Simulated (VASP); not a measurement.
Wanted: the native input for a VASP 6.6.1 run.

| Quantity | Value |
| --- | --- |
| Task | single point |
| Functional | r2SCAN |
| Potentials or basis | VASP PAW PBE potentials, release 64 (Ti_sv, O) |
| Cutoff | 520 eV |
| k mesh | 4 × 4 × 4 |
| Occupations | gaussian, width 0.02 eV |
| Spin | no spin polarisation |
| Dipole correction | no |
| Further INCAR settings | ALGO = Normal; EDIFF = 1e-07; NBANDS = 33 |

TiO2:

```
Ti O
1.0
     2.70603   -2.70666    0.00000
     2.70603    2.70666    0.00000
    -2.63353    0.00000    4.79664
Ti O
2 4
Cartesian
  2.0477 1.9807 1.1992
  0.7309 -1.9807 3.5975
  -0.6205 -0.6563 3.2001
  3.3990 0.6563 1.5966
  2.0823 -0.6563 3.9949
  0.6963 0.6563 0.8018
```

The input as run:

POSCAR

```
TiO2
1.0
    2.7060340000     -2.7066550000      0.0000000000
    2.7060340000      2.7066550000      0.0000000000
   -2.6335310000      0.0000000000      4.7966370000
Ti O
2 4
Direct
    0.1341100000      0.8658900000      0.2500000000
    0.8658900000      0.1341100000      0.7500000000
    0.3312210000      0.0887550000      0.6671490000
    0.6687790000      0.9112450000      0.3328510000
    0.9112450000      0.6687790000      0.8328510000
    0.0887550000      0.3312210000      0.1671490000
```

INCAR.step1

```
SYSTEM = TiO2
PREC = Accurate
ENCUT = 520
ISMEAR = 0
SIGMA = 0.02
LREAL = .False.
LASPH = .True.
NELM = 80
NBANDS = 33
GGA = PE
ALGO = Normal
EDIFF = 1E-4
LWAVE = .True.
LCHARG = .False.
```

INCAR.step2

```
SYSTEM = TiO2
PREC = Accurate
ENCUT = 520
EDIFF = 1E-7
ISMEAR = 0
SIGMA = 0.02
LREAL = .False.
LASPH = .True.
NELM = 80
ALGO = Normal
ISIF = 2
LWAVE = .False.
LCHARG = .False.
METAGGA = R2SCAN
LMIXTAU = .True.
NBANDS = 33
ISTART = 1
```

KPOINTS

```
regular mesh
0
Gamma
  4 4 4
  0 0 0
```

Potentials or basis: VASP PAW PBE potentials, release 64 (Ti_sv, O).

Run with:

```console
$ cat potpaw_PBE.64/Ti_sv/POTCAR potpaw_PBE.64/O/POTCAR > POTCAR
$ cp INCAR.step1 INCAR
$ mpirun -np 1 vasp_std > vasp.out
$ cp INCAR.step2 INCAR
$ mpirun -np 1 vasp_std > vasp.out
```

Results of the run:

The pressure is -5.2 GPa and the largest force is 0.192 eV/Å. The band gap on the k mesh is 2.46 eV, indirect (least direct gap 2.81 eV).

Caveat: the k points lie up to 0.44 Å⁻¹ apart; the PAW data sets were made with another functional, which shifts forces and pressure a little.

Run time: 110 s on 1 thread of Intel(R) Xeon(R) 6975P-C (Granite Rapids), on a shared host, peak memory 0.21 GiB.
